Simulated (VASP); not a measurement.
# PbO (P1) in VASP: single point with r2SCAN

Aim: the single point of PbO with r2SCAN.

Program: VASP 6.6.1. These are calculated values, not measurements. Logs are shortened: lines on timing, memory, paths and dates and some standing lists are left out, and cuts for length are marked.

## Step 1: The cell of the first run

The typed cell holds 16 atoms: a = 7.961 Å, b = 7.961 Å, c = 5.001 Å, α = 90.00°, β = 90.00°, γ = 90.00°.

## Step 2: Single point, r2SCAN

Input file POSCAR:

```
PbO
1.0
    7.9608078110      0.0000000000      0.0000000000
    0.0000000000      7.9608078110      0.0000000000
    0.0000000000      0.0000000000      5.0009130008
Pb O
8 8
Direct
   -0.0136791394      0.2746830538      0.2199876302
    0.2586339287     -0.0146279125      0.7581629593
    0.0167475466      0.7472031911      0.2480011150
    0.2603537291      0.5014687070      0.7866257620
    0.5090791156      0.2493007050      0.2197448746
    0.7422455284     -0.0229435259      0.7664526456
    0.4807117683      0.7659618402      0.2362324639
    0.7474613307      0.4979395426      0.7649563189
    0.0154136368      0.0076587705      0.0123575435
    0.2410066975      0.2480186743     -0.0177523584
    0.0104263288      0.5088822763     -0.0111781589
    0.2394177884      0.7479131693      0.0035011607
    0.4867102802      0.0022820548     -0.0163602126
    0.7511006599      0.2587005049     -0.0345148976
    0.4790305319      0.5006458006      0.0344543086
    0.7567713156      0.7390363063      0.0273698023
```

Input file INCAR.step1:

```
SYSTEM = PbO
PREC = Accurate ; ENCUT = 520
ISMEAR = -1 ; SIGMA = 0.086
LREAL = Auto ; LASPH = .TRUE.
NELM = 80 ; NBANDS = 94
GGA = PE ; ALGO = Normal
EDIFF = 1E-4 ; LWAVE = .TRUE.
LCHARG = .FALSE.
```

Input file INCAR.step2:

```
SYSTEM = PbO
PREC = Accurate ; ENCUT = 520
EDIFF = 1E-6 ; ISMEAR = -1
SIGMA = 0.086 ; LREAL = Auto
LASPH = .TRUE. ; NELM = 80
ALGO = Normal ; ISIF = 2
LWAVE = .FALSE. ; LCHARG = .FALSE.
METAGGA = R2SCAN ; LMIXTAU = .TRUE.
NBANDS = 94 ; ISTART = 1
```

Input file KPOINTS:

```
regular mesh
0
G
  2 2 4
  0 0 0
```

Potentials or basis: VASP PAW PBE potentials, release 64 (Pb_d, O).

On the command line:

```sh
> cat potpaw_PBE.64/Pb_d/POTCAR potpaw_PBE.64/O/POTCAR > POTCAR
> cp INCAR.step1 INCAR
> mpirun -np 1 vasp_std > vasp.out
> cp INCAR.step2 INCAR
> mpirun -np 1 vasp_std > vasp.out
```

OUTCAR:

```text
SYSTEM = PbO
   PREC = Accurate
   ENCUT = 520
   EDIFF = 1E-6
   ISMEAR = -1
   LREAL = Auto
   LASPH = .TRUE.
   NELM = 80
   ISIF = 2
   METAGGA = R2SCAN
   ISTART = 1

 ion  position               nearest neighbor table
   1  0.986  0.275  0.220-  11 2.20  14 2.27  10 2.36   9 2.38   8 3.46   4 3.57   8 3.77   3 3.77
                             5 3.80   6 3.81   2 3.92   4 4.01   6 4.11
   2  0.259  0.985  0.758-  13 2.14  12 2.26   9 2.32  10 2.38   7 3.45   7 3.60   3 3.65   5 3.70
                             3 3.72   6 3.85   4 3.85   1 3.92   5 3.95   4 4.11   6 4.11
   3  0.017  0.747  0.248-  12 2.15  11 2.30  16 2.35   9 2.38   4 3.59   2 3.65   7 3.70   2 3.72
                             6 3.73   1 3.77   8 3.79   4 3.85   6 3.85   8 3.90
   4  0.260  0.501  0.787-  15 2.14  11 2.23  10 2.25  12 2.25   7 3.54   5 3.56   1 3.57   3 3.59
                             3 3.85   2 3.85   8 3.88   7 3.88   5 4.00   1 4.01   8 4.08   2 4.11
   5  0.509  0.249  0.220-  15 2.22  13 2.30  14 2.31  10 2.44   4 3.56   8 3.56   6 3.64   2 3.70
                             1 3.80   7 3.86   8 3.87   6 3.95   2 3.95   4 4.00   7 4.12
   6  0.742  0.977  0.766-  16 2.30  13 2.31  14 2.45   9 2.51   7 3.56   5 3.64   3 3.73   7 3.77
                             1 3.81   8 3.81   2 3.85   3 3.85   5 3.95   1 4.11   2 4.11
   7  0.481  0.766  0.236-  12 2.25  13 2.27  15 2.34  16 2.44   2 3.45   4 3.54   6 3.56   2 3.60
                             3 3.70   6 3.77   8 3.82   5 3.86   4 3.88   8 4.01   5 4.12
   8  0.747  0.498  0.765-  14 2.15  16 2.33  11 2.38  15 2.53   1 3.46   5 3.56   1 3.77   3 3.79
                             6 3.81   7 3.82   5 3.87   4 3.88   3 3.90   7 4.01   4 4.08
   9  0.015  0.008  0.012-   2 2.32   1 2.38   3 2.38   6 2.51
  10  0.241  0.248  0.982-   4 2.25   1 2.36   2 2.38   5 2.44
  11  0.010  0.509  0.989-   1 2.20   4 2.23   3 2.30   8 2.38
  12  0.239  0.748  0.004-   3 2.15   4 2.25   7 2.25   2 2.26
  13  0.487  0.002  0.984-   2 2.14   7 2.27   5 2.30   6 2.31
  14  0.751  0.259  0.965-   8 2.15   1 2.27   5 2.31   6 2.45
  15  0.479  0.501  0.034-   4 2.14   5 2.22   7 2.34   8 2.53
  16  0.757  0.739  0.027-   6 2.30   8 2.33   3 2.35   7 2.44

  LATTYP: Found a simple tetragonal cell.
 ALAT       =     7.9608078110
 C/A-ratio  =     0.6281916508

  Lattice vectors:

 A1 = (   7.9608078110,   0.0000000000,   0.0000000000)
 A2 = (   0.0000000000,   7.9608078110,   0.0000000000)
 A3 = (   0.0000000000,   0.0000000000,   5.0009130008)

Analysis of symmetry for initial positions (statically):
=====================================================================
 Subroutine PRICEL returns:
 Original cell was already a primitive cell.

 Routine SETGRP: Setting up the symmetry group for a
 simple tetragonal supercell.

 Subroutine GETGRP returns: Found  1 space group operations
 (whereof  1 operations were pure point group operations)
 out of a pool of 16 trial point group operations.

The static configuration has the point symmetry C_1 .

Analysis of symmetry for dynamics (positions and initial velocities):
=====================================================================
 Subroutine PRICEL returns:
 Original cell was already a primitive cell.

 Routine SETGRP: Setting up the symmetry group for a
 simple tetragonal supercell.

 Subroutine GETGRP returns: Found  1 space group operations
 (whereof  1 operations were pure point group operations)
 out of a pool of 16 trial point group operations.

The dynamic configuration has the point symmetry C_1 .

 Subroutine INISYM returns: Found  1 space group operations
 (whereof  1 operations are pure point group operations),
 and found     1 'primitive' translations

----------------------------------------------------------------------------------------

                                     Primitive cell

  volume of cell :     316.9302

  direct lattice vectors                    reciprocal lattice vectors
     7.960807811  0.000000000  0.000000000     0.125615393  0.000000000  0.000000000
     0.000000000  7.960807811  0.000000000     0.000000000  0.125615393  0.000000000
     0.000000000  0.000000000  5.000913001     0.000000000  0.000000000  0.199963487

  length of vectors
     7.960807811  7.960807811  5.000913001     0.125615393  0.125615393  0.199963487

  position of ions in fractional coordinates (direct lattice)
     0.986320861  0.274683054  0.219987630
     0.258633929  0.985372087  0.758162959
     0.016747547  0.747203191  0.248001115
     0.260353729  0.501468707  0.786625762
     0.509079116  0.249300705  0.219744875
     0.742245528  0.977056474  0.766452646
[... 8 lines left out ...]
     0.479030532  0.500645801  0.034454309
     0.756771316  0.739036306  0.027369802

  ion indices of the primitive-cell ions
   primitive index   ion index
                 1           1
                 2           2
                 3           3
                 4           4
                 5           5
                 6           6
[... 8 lines left out ...]
                15          15
                16          16

----------------------------------------------------------------------------------------

 KPOINTS: regular mesh

Automatic generation of k-mesh.
 Grid dimensions read from file:
 generate k-points for:    2    2    4

 Generating k-lattice:

  Cartesian coordinates                     Fractional coordinates (reciprocal lattice)
     0.062807696  0.000000000  0.000000000     0.500000000  0.000000000  0.000000000
     0.000000000  0.062807696  0.000000000     0.000000000  0.500000000  0.000000000
     0.000000000  0.000000000  0.049990872     0.000000000  0.000000000  0.250000000

  Length of vectors
     0.062807696  0.062807696  0.049990872

  Shift w.r.t. Gamma in fractional coordinates (k-lattice)
     0.000000000  0.000000000  0.000000000

 Subroutine IBZKPT returns following result:
 ===========================================

 Found     12 irreducible k-points:

 Following reciprocal coordinates:
            Coordinates               Weight
  0.000000  0.000000  0.000000      1.000000
  0.500000  0.000000  0.000000      1.000000
  0.000000  0.500000  0.000000      1.000000
  0.500000  0.500000  0.000000      1.000000
  0.000000  0.000000  0.250000      2.000000
  0.500000  0.000000  0.250000      2.000000
  0.000000  0.500000  0.250000      2.000000
  0.500000  0.500000  0.250000      2.000000
  0.000000  0.000000  0.500000      1.000000
  0.500000  0.000000  0.500000      1.000000
  0.000000  0.500000  0.500000      1.000000
  0.500000  0.500000  0.500000      1.000000
   k-points           NKPTS =     12   k-points in BZ     NKDIM =     12   number of bands    NBANDS=     94
   number of dos      NEDOS =    301   number of ions     NIONS =     16
   total plane-waves  NPLWV = 144000
   dimension x,y,z NGX =    60 NGY =   60 NGZ =   40
   dimension x,y,z NGXF=   120 NGYF=  120 NGZF=   80
   ions per type =               8   8
   NGX,Y,Z   is equivalent  to a cutoff of  12.53, 12.53, 13.30 a.u.
   NGXF,Y,Z  is equivalent  to a cutoff of  25.06, 25.06, 26.59 a.u.
 SYSTEM =  PbO
   PREC   = accura    normal or accurate (medium, high low for compatibility)
   ISTART =      1    job   : 0-new  1-cont  2-samecut
   ICHARG =      0    charge: 1-file 2-atom 10-const
   ISPIN  =      1    spin polarized calculation?
   LNONCOLLINEAR =      F non collinear calculations
   LSORBIT =      F    spin-orbit coupling
   LASPH  =      T    aspherical Exc in radial PAW
   ENCUT  =  520.0 eV  38.22 Ry    6.18 a.u.  14.80 14.80  9.30*2*pi/ulx,y,z
   NELM   =     80;   NELMIN=  2; NELMDL=  0     # of ELM steps
   EDIFF  = 0.1E-05   stopping-criterion for ELM
   LREAL  =      T    real-space projection
   EDIFFG = 0.1E-04   stopping-criterion for IOM
   NSW    =      0    number of steps for IOM
[... 5 lines left out ...]
   TEBEG  =    0.0;   TEEND  =   0.0 temperature during run
   PSTRESS=    0.0 pullay stress
   NELECT =     160.0000    total number of electrons
   NUPDOWN=      -1.0000    fix difference up-down
   EMIN   =  10.00;   EMAX   =-10.00  energy-range for DOS
   EFERMI =   0.00;   METHOD = LEGACY
   ISMEAR =    -1;   SIGMA  =   0.09  broadening in eV -4-tet -1-fermi 0-gaus
   EFERMI_NEDOS =   21; number of points for ismear=-14 and -15
   IALGO  =     38    algorithm
   IMIX   =      4    mixing-type and parameters
     AMIX     =   0.40;   BMIX     =  1.00
     AMIX_MAG =   1.60;   BMIX_MAG =  1.00
  volume/ion in A,a.u.               =      19.81       133.67
  Fermi-wavevector in a.u.,A,eV,Ry     =   1.303548  2.463348 23.119522  1.699237
  Thomas-Fermi vector in A             =   2.434543
   LORBIT       =      0    0 simple, 1 ext, 2 COOP (PROOUT), +10 PAW based schemes
   METAGGA = R2SCAN    functional components
   LHFCALC =     F    Hartree Fock is set to
   AEXX    =    0.0000 exact exchange contribution
   IVDW    =     0    specifies the selected vdW correction
   LEPSILON=     F    determine dielectric tensor
   LRPA    =     F    only Hartree local field effects (RPA)
 non-spin polarized calculation
  energy-cutoff  :      520.00
  volume of cell :      316.93
 maximum number of plane-waves:      8576
 NGX is ok and might be reduce to    60
   NGX = 29   NGY = 29   NGZ = 19

 number of electron     160.0000001 magnetization

 Free energy of the ion-electron system (eV)
  ---------------------------------------------------
  ext. energy  EPLUGINS =         0.00000000
  ---------------------------------------------------
  free energy    TOTEN  =      -516.62578106 eV

  energy without entropy =     -516.62573606  energy(sigma->0) =     -516.62575856

 E-fermi :   5.8137     XC(G=0): -10.4506

 val. band max:        5.0264465315   @ k =   0.5000   0.0000   0.0000
 cond. band min:       6.5985789658   @ k =   0.0000   0.0000   0.0000
 fundamental gap:      1.5721324343
 Fermi energy:         5.8137246032

 k-point     1 :       0.0000    0.0000    0.0000
  band No.  band energies     occupation
      1     -15.1827      2.00000
      2     -14.9859      2.00000
      3     -14.7490      2.00000
      4     -14.5092      2.00000
      5     -14.4525      2.00000
      6     -13.9305      2.00000
[... 1129 lines left out ...]
     91       9.4763      0.00000
     92       9.6872      0.00000
 [bands above 92 left out]

------------------------ aborting loop because EDIFF is reached ----------------------------------------

  FORCE on cell =-STRESS in cart. coord.  units (eV):
  Direction    XX          YY          ZZ          XY          YZ          ZX
  --------------------------------------------------------------------------------------
  -------------------------------------------------------------------------------------
  Total        8.0218998      9.5019261      9.7293674      0.5869415     -3.2331436      1.2234536
  in kB       40.5531166     48.0350951     49.1848788      2.9671658    -16.3445137      6.1849260
  external PRESSURE =      45.9243635 kB  Pullay stress =       0.0000000 kB

 VOLUME and BASIS-vectors are now :
 -----------------------------------------------------------------------------
  energy-cutoff  :      520.00
  volume of cell :      316.93
      direct lattice vectors                 reciprocal lattice vectors
     7.960807811  0.000000000  0.000000000     0.125615393  0.000000000  0.000000000
     0.000000000  7.960807811  0.000000000     0.000000000  0.125615393  0.000000000
     0.000000000  0.000000000  5.000913001     0.000000000  0.000000000  0.199963487

 POSITION                                       TOTAL-FORCE (eV/Angst)
 -----------------------------------------------------------------------------------
      7.85191      2.18670      1.10014         1.096887     -1.537520      0.585337
      2.05893      7.84436      3.79151        -2.022004      1.319362     -0.899087
      0.13332      5.94834      1.24023        -1.327457      0.683480      0.542575
      2.07263      3.99210      3.93385        -0.575812     -0.743015     -2.366423
      4.05268      1.98463      1.09893        -0.884238     -0.040723      0.808654
      5.90887      7.77816      3.83296         1.275747      0.182806      0.085786
[... 8 lines left out ...]
      3.81347      3.98554      0.17230         1.437460      0.471847      0.287250
      6.02451      5.88333      0.13687        -0.679568      0.431658     -0.119615
 -----------------------------------------------------------------------------------
    total drift:                                0.004154     -0.002307     -0.004115

  FREE ENERGIE OF THE ION-ELECTRON SYSTEM (eV)
  ---------------------------------------------------
  free  energy   TOTEN  =      -516.6257810576 eV

  energy  without entropy=     -516.6257360562  energy(sigma->0) =     -516.62575856
```

Wall time 27 min (1 thread of Intel Xeon 8259CL, shared host); peak memory 0.53 GiB.

Results:

```yaml
Free_energy: -516.6258 eV
Pressure: 4.6 GPa
Largest_force: 2.576 eV/Å
Band_gap_on_the_k_mesh: 1.57 eV (least direct gap 1.63 eV)
```

Forces on the atoms (eV/Å):
```
Pb   1.097 -1.538  0.585
Pb  -2.022  1.319 -0.899
Pb  -1.327  0.683  0.543
Pb  -0.576 -0.743 -2.366
Pb  -0.884 -0.041  0.809
Pb   1.276  0.183  0.086
Pb   0.979 -0.872  1.038
Pb  -0.030  1.297 -0.575
O   -1.056 -0.560 -0.088
O    0.615  0.004  0.485
O   -0.822  0.040 -0.268
O    1.060  0.414 -0.105
O    1.340 -0.224  0.304
O   -0.408 -0.868  0.284
O    1.437  0.472  0.287
O   -0.680  0.432 -0.120
```

Levels at points of the mesh, in eV from the valence-band top:
| k point | band 76 | band 77 | band 78 | band 79 | band 80 | band 81 | band 82 | band 83 | band 84 | band 85 |
| --- | --- | --- | --- | --- | --- | --- | --- | --- | --- | --- |
| (0.00, 0.00, 0.00) | -1.60 | -1.52 | -1.16 | -0.91 | -0.06 | 1.57 | 1.59 | 2.54 | 3.56 | 3.57 |
| (0.50, 0.00, 0.00) | -1.70 | -1.28 | -1.09 | -0.54 | 0.00 | 2.62 | 2.81 | 2.87 | 3.04 | 3.47 |
| (0.00, 0.50, 0.00) | -1.62 | -1.47 | -1.21 | -0.39 | -0.17 | 2.73 | 2.76 | 2.91 | 2.96 | 3.62 |
| (0.50, 0.50, 0.00) | -1.03 | -0.81 | -0.72 | -0.42 | -0.24 | 3.15 | 3.28 | 3.38 | 3.56 | 3.68 |
| (0.00, 0.00, 0.50) | -1.25 | -1.12 | -0.96 | -0.80 | -0.71 | 1.95 | 3.16 | 3.21 | 3.34 | 3.48 |
| (0.50, 0.00, 0.50) | -1.42 | -1.26 | -1.10 | -1.01 | -0.72 | 2.37 | 2.50 | 2.97 | 3.44 | 3.58 |
| (0.00, 0.50, 0.50) | -1.54 | -1.30 | -1.08 | -0.86 | -0.72 | 2.40 | 2.57 | 3.01 | 3.26 | 3.62 |
| (0.50, 0.50, 0.50) | -1.38 | -1.27 | -1.08 | -0.91 | -0.71 | 2.28 | 2.65 | 2.69 | 3.05 | 3.67 |

Caveat: the cell stands under pressure; the PAW data sets were made with another functional, which shifts forces and pressure a little; spin-orbit coupling is left out, which moves the levels of the heavy elements. A k mesh can miss the band edges.
